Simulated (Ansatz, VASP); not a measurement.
**One calculation of Ge, two programs**

INCAR

```
ALGO = Normal
EDIFF = 1E-6
ENCUT = 500
GGA = PE
GGA_COMPAT = False
ISIF = 2
ISMEAR = 0
ISPIN = 2
LASPH = True
LCHARG = False
LORBIT = 11
LREAL = False
LWAVE = False
MAGMOM = 0
NBANDS = 17
NELM = 200
PREC = Accurate
SIGMA = 0.1
```

File KPOINTS:

```
k-points
0
Gamma
  10 10 10
```

The input POSCAR:

```
Ge
1.0
    0.0000000000      2.0983605250      2.0983605250
    2.0983605250      0.0000000000      2.0983605250
    2.0983605250      2.0983605250      0.0000000000
Ge
1
Direct
    0.0000000000      0.0000000000      0.0000000000
```

Input for Ansatz:

```yaml
crystal:
  lattice:
    - [0.0, 2.098360525, 2.098360525]
    - [2.098360525, 0.0, 2.098360525]
    - [2.098360525, 2.098360525, 0.0]
  atoms:
    - { symbol: Ge, position: [0.0, 0.0, 0.0] }
basis:
  ecutwfc: 420
kpoints:
  mp_grid: { grid: [10, 10, 10] }
hamiltonian:
  xc: pbe
scf:
  occupations: { method: gaussian, width: 0.1 }
output:
  forces: true
  stress: true
  eigenvalues: true
magnetization:
  spin_polarized: true
  initial_magnetization: 6.0
```

Alike in both runs: task single point; functional PBE; k mesh 10 × 10 × 10; occupations gaussian, width 0.1 eV; collinear spin.

```csv
,VASP,Ansatz
version,VASP 6.6.1,Ansatz 0.2.0
potentials or method,"VASP PAW PBE potentials, release 64 (Ge_d), cutoff 500 eV","scalar-relativistic, plane waves, PAW"
valence electrons in the cell,14,14
```

```tsv
	VASP	Ansatz	Ansatz less VASP
gap on the k mesh at the Fermi level (eV)	none	none	-
pressure (GPa)	3.7	3.9	+0.14
net moment per atom (μB)	0.00	0.00	0.000
```

A gap of «none» marks a metal or a gap that the smearing closes. Ansatz's warnings: seeded moment not kept.
